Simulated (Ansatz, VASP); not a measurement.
## One calculation of TiO2, two programs

```
Ti O
1.0
     4.54531    0.00000    0.00000
     0.00000    5.50321    0.00000
     0.00000    0.00000    4.92717
Ti O
4 8
Direct
  0.50000 0.67063 0.75000
  0.00000 0.82937 0.25000
  0.50000 0.32937 0.25000
  0.00000 0.17063 0.75000
  0.72903 0.61494 0.08039
  0.22903 0.88506 0.91961
  0.77097 0.88506 0.58039
  0.27097 0.61494 0.41961
  0.72903 0.38506 0.58039
  0.22903 0.11494 0.41961
  0.77097 0.11494 0.08039
  0.27097 0.38506 0.91961
```

Change from the starting cell: equal strain along all axes, cell held, atoms relaxed: -1.0 %.

Alike in both runs: functional PBE; k mesh 6 × 4 × 6; occupations gaussian, width 0.02 eV; no spin polarisation; Hubbard terms Ti d U = 4.0 eV.

Ansatz relaxed the structure, and its values are those at the end. VASP's run is a single point on that final structure, the one shown.

|  | VASP | Ansatz |
| --- | --- | --- |
| version | VASP 6.6.1 | Ansatz 0.2.0 |
| potentials or method | VASP PAW PBE potentials, release 64 (Ti_sv, O), cutoff 520 eV | scalar-relativistic, plane waves, PAW |
| valence electrons in the cell | 96 | 96 |

Ansatz gave:

* gap on the k mesh at the Fermi level (eV): 3.00
* least direct gap on the mesh (eV): 3.07
* pressure (GPa): 6.7
* rms of the force components (eV/Å): 0.003

Estimate VASP's values.

gap on the k mesh at the Fermi level (eV): 3.04; least direct gap on the mesh (eV): 3.09; pressure (GPa): 11.5; rms of the force components (eV/Å): 0.114.

The programs project onto different local orbitals, so the same U acts differently, and such runs can settle in different states. Ansatz's warnings: stress scf threshold loose.
